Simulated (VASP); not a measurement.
A run of VASP 6.6.1 is set up as follows.

File INCAR:

```
ALGO = Fast
EDIFF = 1E-6
ENCUT = 520
GGA = CA
GGA_COMPAT = F
ISIF = 2
ISMEAR = -1
LASPH = T
LCHARG = T
LMAXMIX = 4
LORBIT = 11
LORBMOM = T
LREAL = F
LSORBIT = T
LVHAR = T
LWAVE = F
MAGMOM = 0 0 0
NBANDS = 22
NELM = 150
PREC = Accurate
SIGMA = 0.05
```

File KPOINTS:

```
k-points
0
Gamma
  8 8 8
```

POSCAR

```
Au
1.0
    0.0000000000      2.0350000000      2.0350000000
    2.0350000000      0.0000000000      2.0350000000
    2.0350000000      2.0350000000      0.0000000000
Au
1
Direct
    0.0000000000      0.0000000000      0.0000000000
```

Potentials or basis: VASP PAW LDA potentials, release 64 (Au).

Run with:

```bash
$ cat potpaw_LDA.64/Au/POTCAR > POTCAR
$ mpirun -np 1 vasp_ncl > vasp.out
```

**Question.** Estimate the pressure.

**Answer.** -2.7 GPa.

**Question.** Estimate the net moment.

**Answer.** 0.00 μB per cell.

Moments on the atoms (μB; x, y, z):
```
Au  0.00 0.00 0.00
```
